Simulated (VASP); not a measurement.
The system is K3Te2.

```
K Te
1.0
     5.86872    0.00000    0.00000
    -2.93436    5.08246    0.00000
     0.00000    0.00000    6.12751
K Te
3 2
Direct
  0.50000 0.00000 0.56996
  0.00000 0.50000 0.56996
  0.50000 0.50000 0.56996
  0.66667 0.33333 0.00000
  0.33333 0.66667 0.00000
```

* Program: VASP 6.6.1
* Task: relaxation of cell and atoms
* Functional: PBE
* Potentials or basis: VASP PAW PBE potentials, release 64 (K_sv, Te)
* Cutoff: 600 eV
* k mesh: 3 × 3 × 4
* Occupations: gaussian, width 0.1 eV
* Spin: no spin polarisation

At the start: pressure 6.1 GPa; volume 36.55 Å³/atom.

Problem. How do energy, volume and symmetry change on relaxing?

Solution. Over 18 steps the energy falls by 1063.0 meV/atom and the volume is 66.09 Å³/atom (+80.8 %); space group P6/mmm (No. 191, to 0.05 Å).

The path:
| step | energy change (eV) | largest force (eV/Å) | pressure (GPa) | volume (Å³) |
| --- | --- | --- | --- | --- |
| 1 | 0.0000 | 1.3993 | 6.11 | 182.77 |
| 2 | -2.0079 | 0.6386 | 1.87 | 221.34 |
| 3 | -3.6197 | 0.0784 | -0.94 | 300.52 |
| 4 | -3.8166 | 0.0093 | -1.27 | 335.75 |
| 5 | -3.8604 | 0.0080 | -1.38 | 359.75 |
| 6 | -4.6308 | 0.1178 | -0.43 | 337.25 |
| 7 | -4.7252 | 0.1589 | -0.11 | 329.41 |
| 8 | -4.9759 | 0.2390 | 0.59 | 311.69 |
| 9 | -4.6196 | 0.3781 | 3.51 | 267.69 |
| 10 | -5.0764 | 0.2798 | 1.24 | 298.50 |
| 11 | -5.0670 | 0.3094 | 1.65 | 291.33 |
| 12 | -5.1721 | 0.1329 | 0.04 | 329.97 |
| 13 | -5.2544 | 0.1863 | 0.58 | 315.41 |
| 14 | -5.3053 | 0.1269 | 0.09 | 329.01 |
| 15 | -5.3060 | 0.1190 | 0.03 | 330.94 |
| 16 | -5.3107 | 0.0843 | -0.01 | 331.93 |
| 17 | -5.3139 | 0.0238 | -0.07 | 333.75 |
| 18 | -5.3148 | 0.0008 | 0.03 | 330.46 |

Final structure:
```yaml
crystal:
  lattice:
    - [9.89405, 0.00000, 0.00000]
    - [-4.94703, 8.56850, 0.00000]
    - [0.00000, 0.00000, 3.89801]
  atoms:
    - { symbol: K, position: [0.50000, 0.00000, 0.54193] }
    - { symbol: K, position: [0.00000, 0.50000, 0.54193] }
    - { symbol: K, position: [0.50000, 0.50000, 0.54193] }
    - { symbol: Te, position: [0.66667, 0.33333, 0.04205] }
    - { symbol: Te, position: [0.33333, 0.66667, 0.04205] }
```

Caveat: the k points lie up to 0.40 Å⁻¹ apart in the final cell; the volume moved by over 15 % at a fixed basis, so the end points are rough.
